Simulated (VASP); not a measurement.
The system is Al.

```
CELL_PARAMETERS angstrom
0.00000 2.01000 2.01000
2.01000 0.00000 2.01000
2.01000 2.01000 0.00000
ATOMIC_POSITIONS crystal
Al 0.00000 0.00000 0.00000
```

```yaml
Program: VASP 6.6.1
Task: relaxation of cell and atoms
Functional: PBEsol
Dispersion: D3(BJ)
Potentials_or_basis: VASP PAW PBE potentials, release 64 (Al)
Cutoff: 500 eV
k_mesh: 18 × 18 × 18
Occupations: gaussian, width 0.1 eV
Spin: no spin polarisation
```

At the start: pressure -3.5 GPa; volume 16.24 Å³/atom.

Question: Where does the relaxation end?

Answer: Over 3 steps the energy falls by 7.7 meV/atom and the volume is 15.56 Å³/atom (-4.2 %); space group Fm-3m (No. 225, to 0.05 Å).

The path:
| step | energy change (eV) | largest force (eV/Å) | pressure (GPa) | volume (Å³) |
| --- | --- | --- | --- | --- |
| 1 | 0.0000 | 0.0000 | -3.48 | 16.24 |
| 2 | -0.0074 | 0.0000 | 0.80 | 15.43 |
| 3 | -0.0077 | 0.0000 | 0.01 | 15.56 |

Final structure:
```
Al
1.0
     0.00000    1.98149    1.98149
     1.98149    0.00000    1.98149
     1.98149    1.98149    0.00000
Al
1
Direct
  0.00000 0.00000 0.00000
```

Caveat: the PAW data sets were made with another functional, which shifts forces and pressure a little; pairwise dispersion overbinds metals, which lowers pressure and volume.
